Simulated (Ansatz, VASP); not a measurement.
## Ir in VASP and in Ansatz

```
Ir
1.0
     2.75138    0.00000    0.00000
    -1.37569    2.38276    0.00000
     0.00000    0.00000    4.46229
Ir
2
Direct
  0.33333 0.66667 0.25000
  0.66667 0.33333 0.75000
```

Alike in both runs: task single point; functional LDA; k mesh 11 × 11 × 6; occupations fermi-dirac, width 0.05 eV; no spin polarisation.

```csv
,VASP,Ansatz
version,VASP 6.6.1,Ansatz 0.2.0
potentials or method,"VASP PAW LDA potentials, release 64 (Ir_sv_GW)",Ansatz PAW
plane-wave cutoff (eV),500,420
valence electrons in the cell,34,34
```

```tsv
	VASP	Ansatz	Ansatz less VASP
gap on the k mesh at the Fermi level (eV)	none	none	-
pressure (GPa)	-19.5	-17.8	+1.71
traceless stress, the component that is largest in VASP (GPa)	-0.43	-0.42	+0.011
```

LDA's correlation is that of Perdew and Zunger in VASP and of Perdew and Wang (1992) in Ansatz. A gap of «none» marks a metal or a gap that the smearing closes.

Spin-orbit coupling is off throughout.
